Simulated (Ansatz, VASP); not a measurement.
**GaSbTeSe2 in VASP and in Ansatz**

```
Ga Sb Te Se
1.0
     5.29886    0.00000    0.00000
     0.00000    5.29886    0.00000
     0.00000    0.00000    5.11531
Ga Sb Te Se
1 1 1 2
Cartesian
  2.6494 2.6494 2.5577
  2.6494 2.6494 0.0000
  0.0000 0.0000 0.0000
  2.6494 0.0000 2.5577
  0.0000 2.6494 2.5577
```

Change from the starting cell: species swapped into the ErBPd2Rh type (P4/mmm, No. 123).

Alike in both runs: task single point; functional PBE; k mesh 4 × 4 × 4; occupations gaussian, width 0.1 eV; no spin polarisation.

```csv
,VASP,Ansatz
version,VASP 6.6.1,Ansatz 0.2.0
potentials or method,"VASP PAW PBE potentials, release 64 (Ga_d, Sb, Te, Se), cutoff 520 eV","scalar-relativistic, plane waves, PAW"
valence electrons in the cell,36,76
```

VASP gave:

| Item | Value |
| --- | --- |
| gap on the k mesh at the Fermi level (eV) | none |
| pressure (GPa) | -2.5 |
| traceless stress, the component that is largest in VASP (GPa) | 6.53 |

Problem. Estimate Ansatz's values.

Solution. gap on the k mesh at the Fermi level (eV): none; pressure (GPa): -2.5; traceless stress, the component that is largest in VASP (GPa): 6.52.

A gap of «none» marks a metal or a gap that the smearing closes. With one functional, cell and mesh, what is left measures potentials, basis and numerics. VASP's potentials hold 36 valence electrons a cell and Ansatz's 76, so a difference there can come from the potentials and not from the codes.

Neither program's run includes spin-orbit coupling.
